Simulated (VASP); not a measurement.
Input of a VASP 6.6.1 run:

File INCAR:

```
ALGO = Normal ; EDIFF = 1E-6
ENCUT = 520 ; GGA = PE
ISIF = 2 ; ISMEAR = 0
LASPH = T ; LCHARG = F
LREAL = F ; LWAVE = F
NBANDS = 17 ; NELM = 100
PREC = Accurate ; SIGMA = 0.1
```

KPOINTS

```
k-points
0
Gamma
  12 12 7
```

File POSCAR:

```
Hf
1.0
    3.2046131816      0.0000000000      0.0000000000
   -1.6023065908      2.7752764246      0.0000000000
    0.0000000000      0.0000000000      5.0684728985
Hf
2
Direct
    0.3333333333      0.6666666667      0.2500000000
    0.6666666667      0.3333333333      0.7500000000
```

Potentials or basis: VASP PAW PBE potentials, release 64 (Hf_pv).

The run is started by

```bash
$ cat potpaw_PBE.64/Hf_pv/POTCAR > POTCAR
$ mpirun -np 1 vasp_std > vasp.out
```

Problem. Estimate the band gap on the k mesh.

Solution. Zero (bands 10 and 11 overlap by 1.50 eV).

Problem. Predict the pressure.

Solution. -0.4 GPa.

Stress tensor (GPa, compression positive):
```
-0.37  0.00  0.00
 0.00 -0.37  0.00
 0.00  0.00 -0.47
```

Caveat: spin-orbit coupling is left out, which moves the levels of the heavy elements.
